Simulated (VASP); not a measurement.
The system is SnO.

```
CELL_PARAMETERS angstrom
3.78810 0.00000 0.00000
0.00000 3.78810 0.00000
0.00000 0.00000 4.85411
ATOMIC_POSITIONS crystal
Sn 0.50000 0.00000 0.76463
Sn 0.00000 0.50000 0.23537
O 0.00000 0.00000 0.00000
O 0.50000 0.50000 0.00000
```

Base run:

| Item | Value |
| --- | --- |
| Program | VASP 6.6.1 |
| Functional | r2SCAN |
| Potentials or basis | VASP PAW PBE potentials, release 64 (Sn_d, O) |
| Cutoff | 520 eV |
| k mesh | 7 × 7 × 6 |
| Occupations | fermi-dirac, width 0.05 eV |
| Spin | no spin polarisation |

Its results: band gap on the k mesh 0.42 eV (least direct gap 2.36 eV); pressure 2.2 GPa; largest force 0.313 eV/Å.

Problem. The run is repeated on the same cell with these changes: functional from r2SCAN to LDA; potentials or basis from VASP PAW PBE potentials, release 64 (Sn_d, O) to VASP PAW LDA potentials, release 64 (Sn_d, O). What comes out?

Solution. Band gap on the k mesh 0.38 eV (least direct gap 1.96 eV); pressure -1.1 GPa; largest force 0.154 eV/Å.

Caveats: semilocal functionals underestimate gaps, and a narrow one can read as zero; spin-orbit coupling is left out, which moves the levels of the heavy elements; the PAW data sets were made with another functional, which shifts forces and pressure a little (at least some runs).

A k mesh can miss the band edges.
